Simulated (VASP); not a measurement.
Write the native input for VASP 6.6.1 that does the following.

| Item | Value |
| --- | --- |
| Task | single point |
| Functional | PBEsol |
| Potentials or basis | VASP PAW PBE potentials, release 64 (B) |
| Cutoff | 520 eV |
| k mesh | 33 × 33 × 14 |
| Occupations | gaussian, width 0.15 eV |
| Spin | no spin polarisation |
| Dipole correction | no |
| Further INCAR settings | ALGO = Normal; EDIFF = 1e-06; NBANDS = 8 |

The structure of B lies in POSCAR:

```
B
1.0
    1.7535065831      0.0000000000      0.0000000000
   -0.8767532915      1.5185812466      0.0000000000
    0.0000000000      0.0000000000      3.6899541928
B
1
Direct
    0.0000000000      0.0000000000      0.0000000000
```

This cell differs from its parent crystal: strain +0.030 along x and y, +0.015 along z.

One way to write it, as run:

INCAR

```
SYSTEM = B
PREC = Accurate
ENCUT = 520
EDIFF = 1E-6
ISMEAR = 0
SIGMA = 0.15
LREAL = .FALSE.
LASPH = .TRUE.
NELM = 60
ALGO = Normal
ISIF = 2
LWAVE = .FALSE.
LCHARG = .FALSE.
GGA = PS
NBANDS = 8
```

KPOINTS

```
Automatic mesh
0
G
  33 33 14
  0 0 0
```

Potentials or basis: VASP PAW PBE potentials, release 64 (B).

The run is started by

```bash
$ cat potpaw_PBE.64/B/POTCAR > POTCAR
$ mpirun -np 1 vasp_std > vasp.out
```

It gave:

The pressure is -13.0 GPa.

Caveat: the cell differs from its parent crystal (strain +0.030 along x and y, +0.015 along z); the PAW data sets were made with another functional, which shifts forces and pressure a little.

Wall time 34 s on 1 thread of Intel Xeon 6975P-C (shared host), peak memory 0.16 GiB.
